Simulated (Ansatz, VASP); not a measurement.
## One calculation of Ni, two programs

```xyz
3
Lattice="4.0373 0.0000 0.0000 -2.0186 3.4964 0.0000 0.0000 0.0000 2.4262" Properties=species:S:1:pos:R:3 pbc="T T T"
Ni    4.0373    0.0000    0.0000
Ni    0.0000    2.3309    1.2131
Ni    2.0186    1.1655    1.2131
```

Alike in both runs: task single point; functional LDA; k mesh 11 × 11 × 15; occupations fermi-dirac, width 0.1 eV; no spin polarisation.

|  | VASP | Ansatz |
| --- | --- | --- |
| version | VASP 6.6.1 | Ansatz 0.2.0 |
| potentials or method | VASP PAW LDA potentials, release 64 (Ni), cutoff 520 eV | plane waves (420 eV) with PAW, scalar-relativistic |
| valence electrons in the cell | 30 | 54 |

```csv
,VASP,Ansatz,Ansatz less VASP
pressure (GPa),-20.9,-21.2,-0.29
"traceless stress, the component that is largest in VASP (GPa)",0.34,0.38,+0.040
```

Ansatz warns that its potentials were made for another functional, while VASP's fit it. LDA's correlation is that of Perdew and Zunger in VASP and of Perdew and Wang (1992) in Ansatz. VASP's potentials hold 30 valence electrons a cell and Ansatz's 54, so a difference there can come from the potentials and not from the codes.
